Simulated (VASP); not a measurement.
# SrMg (Pm-3m) in VASP: single point with LDA

Aim: the single point of SrMg with LDA.

All numbers are computed with VASP 6.6.1; they aren't measurements. Logs are shortened: lines on timing, memory, paths and dates and some standing lists are left out, and cuts for length are marked.

### Step 1. The cell of the first run

The structure is cubic, space group Pm-3m (No. 221). The conventional cell has a = 3.900 Å, b = 3.900 Å, c = 3.900 Å, α = 90.00°, β = 90.00°, γ = 90.00°. Within 4.4 Å of Sr (site symmetry m-3m) lie 8 Mg at 3.38 Å and 6 Sr at 3.90 Å. Mg (site symmetry m-3m) has 8 Sr at 3.38 Å and 6 Mg at 3.90 Å within 4.4 Å.

### Step 2. Single point, LDA

INCAR

```
ALGO = Normal
EDIFF = 1E-6
ENCUT = 520
GGA = CA
ISIF = 2
ISMEAR = -1
LASPH = True
LCHARG = True
LELF = True
LREAL = False
LVHAR = True
LWAVE = False
NBANDS = 13
NELM = 60
PREC = Accurate
SIGMA = 0.05
```

KPOINTS

```
k-points
0
Gamma
  9 9 9
```

POSCAR

```
SrMg
1.0
    3.9000000000      0.0000000000      0.0000000000
    0.0000000000      3.9000000000      0.0000000000
    0.0000000000      0.0000000000      3.9000000000
Sr Mg
1 1
Direct
    0.5000000000      0.5000000000      0.5000000000
    0.0000000000      0.0000000000      0.0000000000
```

Potentials or basis: VASP PAW LDA potentials, release 64 (Sr_sv, Mg).

On the command line:

```
$ cat potpaw_LDA.64/Sr_sv/POTCAR potpaw_LDA.64/Mg/POTCAR > POTCAR
$ mpirun -np 1 vasp_std > vasp.out
```

OUTCAR:

```text
EDIFF = 1E-6
   ENCUT = 520
   GGA = CA
   ISIF = 2
   ISMEAR = -1
   LASPH = True
   LREAL = False
   NELM = 60
   PREC = Accurate

 ion  position               nearest neighbor table
   1  0.500  0.500  0.500-   2 3.38   2 3.38   2 3.38   2 3.38   2 3.38   2 3.38   2 3.38   2 3.38

   2  0.000  0.000  0.000-   1 3.38   1 3.38   1 3.38   1 3.38   1 3.38   1 3.38   1 3.38   1 3.38

  LATTYP: Found a simple cubic cell.
 ALAT       =     3.9000000000

  Lattice vectors:

 A1 = (   3.9000000000,   0.0000000000,   0.0000000000)
 A2 = (   0.0000000000,   3.9000000000,   0.0000000000)
 A3 = (   0.0000000000,   0.0000000000,   3.9000000000)

Analysis of symmetry for initial positions (statically):
=====================================================================
 Subroutine PRICEL returns:
 Original cell was already a primitive cell.

 Routine SETGRP: Setting up the symmetry group for a
 simple cubic supercell.

 Subroutine GETGRP returns: Found 48 space group operations
 (whereof 48 operations were pure point group operations)
 out of a pool of 48 trial point group operations.

The static configuration has the point symmetry O_h .

Analysis of symmetry for dynamics (positions and initial velocities):
=====================================================================
 Subroutine PRICEL returns:
 Original cell was already a primitive cell.

 Routine SETGRP: Setting up the symmetry group for a
 simple cubic supercell.

 Subroutine GETGRP returns: Found 48 space group operations
 (whereof 48 operations were pure point group operations)
 out of a pool of 48 trial point group operations.

The dynamic configuration has the point symmetry O_h .

 Subroutine INISYM returns: Found 48 space group operations
 (whereof 48 operations are pure point group operations),
 and found     1 'primitive' translations

----------------------------------------------------------------------------------------

                                     Primitive cell

  volume of cell :      59.3190

  direct lattice vectors                    reciprocal lattice vectors
     3.900000000  0.000000000  0.000000000     0.256410256  0.000000000  0.000000000
     0.000000000  3.900000000  0.000000000     0.000000000  0.256410256  0.000000000
     0.000000000  0.000000000  3.900000000     0.000000000  0.000000000  0.256410256

  length of vectors
     3.900000000  3.900000000  3.900000000     0.256410256  0.256410256  0.256410256

  position of ions in fractional coordinates (direct lattice)
     0.500000000  0.500000000  0.500000000
     0.000000000  0.000000000  0.000000000

  ion indices of the primitive-cell ions
   primitive index   ion index
                 1           1
                 2           2

----------------------------------------------------------------------------------------

 KPOINTS: k-points

Automatic generation of k-mesh.
 Grid dimensions read from file:
 generate k-points for:    9    9    9

 Generating k-lattice:

  Cartesian coordinates                     Fractional coordinates (reciprocal lattice)
     0.028490028  0.000000000  0.000000000     0.111111111  0.000000000  0.000000000
     0.000000000  0.028490028  0.000000000     0.000000000  0.111111111  0.000000000
     0.000000000  0.000000000  0.028490028     0.000000000  0.000000000  0.111111111

  Length of vectors
     0.028490028  0.028490028  0.028490028

  Shift w.r.t. Gamma in fractional coordinates (k-lattice)
     0.000000000  0.000000000  0.000000000

 Subroutine IBZKPT returns following result:
 ===========================================

 Found     35 irreducible k-points:

 Following reciprocal coordinates:
            Coordinates               Weight
  0.000000  0.000000  0.000000      1.000000
  0.111111  0.000000  0.000000      6.000000
  0.222222  0.000000  0.000000      6.000000
  0.333333  0.000000  0.000000      6.000000
  0.444444  0.000000  0.000000      6.000000
  0.111111  0.111111  0.000000     12.000000
[... 16 lines left out ...]
  0.333333  0.333333  0.111111     24.000000
  0.444444  0.333333  0.111111     48.000000
 [... further k-points ...]
   k-points           NKPTS =     35   k-points in BZ     NKDIM =     35   number of bands    NBANDS=     13
   number of dos      NEDOS =    301   number of ions     NIONS =      2
   total plane-waves  NPLWV =  27000
   dimension x,y,z NGX =    30 NGY =   30 NGZ =   30
   dimension x,y,z NGXF=    60 NGYF=   60 NGZF=   60
   ions per type =               1   1
   NGX,Y,Z   is equivalent  to a cutoff of  12.79, 12.79, 12.79 a.u.
   NGXF,Y,Z  is equivalent  to a cutoff of  25.58, 25.58, 25.58 a.u.
 SYSTEM =  unknown system
   PREC   = accura    normal or accurate (medium, high low for compatibility)
   ISTART =      0    job   : 0-new  1-cont  2-samecut
   ICHARG =      2    charge: 1-file 2-atom 10-const
   ISPIN  =      1    spin polarized calculation?
   LNONCOLLINEAR =      F non collinear calculations
   LSORBIT =      F    spin-orbit coupling
   LASPH  =      T    aspherical Exc in radial PAW
   ENCUT  =  520.0 eV  38.22 Ry    6.18 a.u.   7.25  7.25  7.25*2*pi/ulx,y,z
   NELM   =     60;   NELMIN=  2; NELMDL= -5     # of ELM steps
   EDIFF  = 0.1E-05   stopping-criterion for ELM
   LREAL  =      F    real-space projection
   EDIFFG = 0.1E-04   stopping-criterion for IOM
   NSW    =      0    number of steps for IOM
   IBRION =     -1    ionic relax: 0-MD 1-quasi-New 2-CG
   NFREE  =      0    steps in history (QN), initial steepest desc. (CG)
   ISIF   =      2    stress and relaxation
   ISYM   =      2    0-nonsym 1-usesym 2-fastsym
   POTIM  = 0.5000    time-step for ionic-motion
   TEBEG  =    0.0;   TEEND  =   0.0 temperature during run
   PSTRESS=    0.0 pullay stress
   NELECT =      12.0000    total number of electrons
   NUPDOWN=      -1.0000    fix difference up-down
   EMIN   =  10.00;   EMAX   =-10.00  energy-range for DOS
   EFERMI =   0.00;   METHOD = LEGACY
   ISMEAR =    -1;   SIGMA  =   0.05  broadening in eV -4-tet -1-fermi 0-gaus
   EFERMI_NEDOS =   21; number of points for ismear=-14 and -15
   IALGO  =     38    algorithm
   IMIX   =      4    mixing-type and parameters
     AMIX     =   0.40;   BMIX     =  1.00
     AMIX_MAG =   1.60;   BMIX_MAG =  1.00
  volume/ion in A,a.u.               =      29.66       200.15
  Fermi-wavevector in a.u.,A,eV,Ry     =   0.961031  1.816085 12.566071  0.923580
  Thomas-Fermi vector in A             =   2.090367
   LORBIT       =      0    0 simple, 1 ext, 2 COOP (PROOUT), +10 PAW based schemes
   GGA     = CA    functional components
   LHFCALC =     F    Hartree Fock is set to
   AEXX    =    0.0000 exact exchange contribution
   IVDW    =     0    specifies the selected vdW correction
   LEPSILON=     F    determine dielectric tensor
   LRPA    =     F    only Hartree local field effects (RPA)
 non-spin polarized calculation
  energy-cutoff  :      520.00
  volume of cell :       59.32
 maximum number of plane-waves:      1614
 NGX is ok and might be reduce to    30
   NGX = 15   NGY = 15   NGZ = 15

 number of electron      12.0000000 magnetization

 Free energy of the ion-electron system (eV)
  ---------------------------------------------------
  ext. energy  EPLUGINS =         0.00000000
  ---------------------------------------------------
  free energy    TOTEN  =        -3.84882396 eV

  energy without entropy =       -3.83712564  energy(sigma->0) =       -3.84297480

 E-fermi :   2.6183     XC(G=0):  -8.8556

 val. band max:        2.4545736192   @ k =   0.3333   0.3333   0.2222
 cond. band min:       2.6294066974   @ k =   0.2222   0.0000   0.0000
 fundamental gap:      0.1748330783
 Fermi energy:         2.6182953931

 k-point     1 :       0.0000    0.0000    0.0000
  band No.  band energies     occupation
      1     -32.7893      2.00000
      2     -14.8394      2.00000
      3     -14.8394      2.00000
      4     -14.8394      2.00000
      5      -2.6462      2.00000
      6       3.2177      0.00001
      7       3.2177      0.00001
      8       7.0657      0.00000
      9       7.0657      0.00000
     10       7.0657      0.00000
     11       7.6765      0.00000
     12       7.6765      0.00000
     13       7.6765      0.00000

 k-point     2 :       0.1111    0.0000    0.0000
  band No.  band energies     occupation
      1     -32.7872      2.00000
      2     -14.8768      2.00000
      3     -14.8362      2.00000
      4     -14.8362      2.00000
      5      -2.4895      2.00000
      6       3.1208      0.00009
      7       3.3044      0.00000
      8       6.4812      0.00000
      9       6.4812      0.00000
     10       6.8124      0.00000
     11       7.7217      0.00000
     12       8.2872      0.00000
     13       8.2872      0.00000

 k-point     3 :       0.2222    0.0000    0.0000
  band No.  band energies     occupation
      1     -32.7819      2.00000
      2     -14.9695      2.00000
      3     -14.8278      2.00000
      4     -14.8278      2.00000
      5      -2.0381      2.00000
      6       2.6294      0.88934
      7       3.5492      0.00000
      8       5.7841      0.00000
      9       5.7841      0.00000
     10       6.8017      0.00000
     11       7.8416      0.00000
     12       9.0921      0.00000
     13       9.0921      0.00000
[... 305 lines left out ...]
 k-point    23 :       0.3333    0.3333    0.1111
  band No.  band energies     occupation
      1     -32.7608      2.00000
      2     -15.0385      2.00000
      3     -15.0290      2.00000
      4     -14.8313      2.00000
      5      -0.2898      2.00000
      6       2.1610      1.99979
      7       2.8495      0.01944
      8       4.6202      0.00000
      9       5.2687      0.00000
     10       6.0415      0.00000
     11       8.7246      0.00000
     12       8.7731      0.00000
     13       9.4643      0.00000

 k-point    24 :       0.4444    0.3333    0.1111
  band No.  band energies     occupation
      1     -32.7570      2.00000
      2     -15.0955      2.00000
      3     -15.0239      2.00000
      4     -14.8248      2.00000
      5       0.1433      2.00000
      6       1.7537      2.00000
      7       2.9744      0.00161
      8       4.2571      0.00000
      9       5.5622      0.00000
     10       5.9749      0.00000
     11       8.5940      0.00000
     12       9.0193      0.00000
     13       9.3519      0.00000

 [... further k-points ...]

------------------------ aborting loop because EDIFF is reached ----------------------------------------

  FORCE on cell =-STRESS in cart. coord.  units (eV):
  Direction    XX          YY          ZZ          XY          YZ          ZX
  --------------------------------------------------------------------------------------
  -------------------------------------------------------------------------------------
  Total        1.2152207      1.2152207      1.2152207      0.0000000      0.0000000      0.0000000
  in kB       32.8225204     32.8225204     32.8225204      0.0000000      0.0000000      0.0000000
  external PRESSURE =      32.8225204 kB  Pullay stress =       0.0000000 kB

 VOLUME and BASIS-vectors are now :
 -----------------------------------------------------------------------------
  energy-cutoff  :      520.00
  volume of cell :       59.32
      direct lattice vectors                 reciprocal lattice vectors
     3.900000000  0.000000000  0.000000000     0.256410256  0.000000000  0.000000000
     0.000000000  3.900000000  0.000000000     0.000000000  0.256410256  0.000000000
     0.000000000  0.000000000  3.900000000     0.000000000  0.000000000  0.256410256

 POSITION                                       TOTAL-FORCE (eV/Angst)
 -----------------------------------------------------------------------------------
      1.95000      1.95000      1.95000         0.000000      0.000000      0.000000
      0.00000      0.00000      0.00000         0.000000      0.000000      0.000000
 -----------------------------------------------------------------------------------
    total drift:                                0.000000      0.000000      0.000000

  FREE ENERGIE OF THE ION-ELECTRON SYSTEM (eV)
  ---------------------------------------------------
  free  energy   TOTEN  =        -3.8488239635 eV

  energy  without entropy=       -3.8371256426  energy(sigma->0) =       -3.84297480
```

Wall time 39 s (1 thread of Intel Xeon 8259CL, shared host); peak memory 0.16 GiB.

Results:

- Free energy: -3.8488 eV
- Pressure: 3.3 GPa
- Band gap on the k mesh: zero (bands 6 and 7 overlap by 1.38 eV)

Caveat: the cell stands under pressure.

The gap in the log of VASP goes by the Fermi energy; the results here count the filled bands.